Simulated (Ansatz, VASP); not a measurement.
## One calculation of Zr, two programs

File INCAR:

```
SYSTEM = Zr
PREC = Accurate
ENCUT = 520
EDIFF = 1E-7
ISMEAR = 0
SIGMA = 0.15
LREAL = .False.
LASPH = .True.
NELM = 100
ALGO = Fast
ISIF = 2
LWAVE = .False.
LCHARG = .False.
GGA = PS
NBANDS = 19
```

File KPOINTS:

```
regular mesh
0
Gamma
  18 18 10
  0 0 0
```

POSCAR

```
Zr
1.0
    3.1350382758      0.0000000000      0.0000000000
   -1.5675191379      2.7150227887      0.0000000000
    0.0000000000      0.0000000000      5.0697950000
Zr
2
Direct
    0.3333333333      0.6666666667      0.2500000000
    0.6666666667      0.3333333333      0.7500000000
```

Input for Ansatz:

```yaml
crystal:
  lattice:
    - [3.1350382758, 0.0, 0.0]
    - [-1.5675191379, 2.7150227887, 0.0]
    - [0.0, 0.0, 5.069795]
  atoms:
    - { symbol: Zr, position: [0.3333333333, 0.6666666667, 0.25] }
    - { symbol: Zr, position: [0.6666666667, 0.3333333333, 0.75] }
basis:
  ecutwfc: 420
kpoints:
  mp_grid: { grid: [18, 18, 10] }
hamiltonian:
  xc: pbesol
scf:
  occupations: { method: gaussian, width: 0.15 }
output:
  forces: true
  stress: true
  eigenvalues: true
```

Change from the starting cell: strain -0.030 along x and y, -0.015 along z, atoms carried along.

Alike in both runs: task single point; functional PBEsol; k mesh 18 × 18 × 10; occupations gaussian, width 0.15 eV; no spin polarisation.

```csv
,VASP,Ansatz
version,VASP 6.6.1,Ansatz 0.2.0
potentials or method,"VASP PAW PBE potentials, release 64 (Zr_sv), cutoff 520 eV","scalar-relativistic, plane waves, PAW"
valence electrons in the cell,24,24
```

Ansatz gave:

```
gap on the k mesh at the Fermi level (eV)                     : none
pressure (GPa)                                                : 4.2
traceless stress, the component that is largest in VASP (GPa) : -0.10
```

Q: What did VASP give for the same quantities?

A: gap on the k mesh at the Fermi level (eV): none; pressure (GPa): 4.2; traceless stress, the component that is largest in VASP (GPa): -0.11.

VASP's potentials were made for PBE, not for PBEsol. A gap of «none» marks a metal or a gap that the smearing closes.
